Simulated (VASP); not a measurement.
**MgO: single point with r2SCAN**

MgO:

```
Mg O
1.0
     2.53914    0.00000    0.00000
     0.00000    2.53914    0.00000
     0.00000    0.00000    2.60495
Mg O
1 1
Direct
  0.00000 0.00000 0.00000
  0.50000 0.50000 0.50000
```

This cell differs from its parent crystal: epitaxial xy strain -3.2%.

```json
{"Program": "VASP 6.6.1", "Task": "single point", "Functional": "r2SCAN", "Potentials or basis": "VASP PAW PBE potentials, release 64 (Mg, O)", "Cutoff": "520 eV", "k mesh": "10 × 10 × 10", "Occupations": "gaussian, width 0.01 eV", "Spin": "no spin polarisation"}
```

* Pressure: 12.0 GPa
* Band gap on the k mesh: 4.06 eV (least direct gap 5.16 eV)

Stress tensor (GPa, compression positive):
```
18.77  0.00  0.00
 0.00 18.77  0.00
 0.00  0.00 -1.45
```

Levels at points of the mesh, in eV from the valence-band top:
| k point | band 1 | band 2 | band 3 | band 4 | band 5 | band 6 | band 7 | band 8 |
| --- | --- | --- | --- | --- | --- | --- | --- | --- |
| (0.00, 0.00, 0.00) | -20.20 | -1.53 | -1.09 | -1.09 | 4.06 | 11.28 | 11.78 | 22.55 |
| (0.50, 0.00, 0.00) | -18.76 | -7.13 | -0.99 | -0.59 | 8.47 | 11.45 | 16.17 | 18.78 |
| (0.50, 0.50, 0.00) | -17.72 | -5.25 | -5.25 | -0.28 | 6.33 | 14.12 | 14.12 | 14.45 |
| (0.00, 0.00, 0.50) | -18.91 | -7.27 | -0.66 | -0.66 | 8.81 | 11.20 | 16.12 | 19.04 |
| (0.50, 0.00, 0.50) | -17.85 | -5.39 | -5.34 | 0.00 | 5.94 | 14.02 | 14.49 | 15.25 |
| (0.50, 0.50, 0.50) | -16.79 | -4.27 | -4.27 | -4.21 | 8.59 | 8.59 | 8.79 | 19.25 |

It took 28 s on 1 thread of Intel(R) Xeon(R) 6975P-C (Granite Rapids), with other jobs on the host, peak memory 0.14 GiB.

Caveat: the cell differs from its parent crystal (epitaxial xy strain -3.2%); the stress differs along the axes, from -1 to 19 GPa; the structure was generated, so it needn't be the stable form of MgO; the PAW data sets were made with another functional, which shifts forces and pressure a little. A k mesh can miss the band edges.
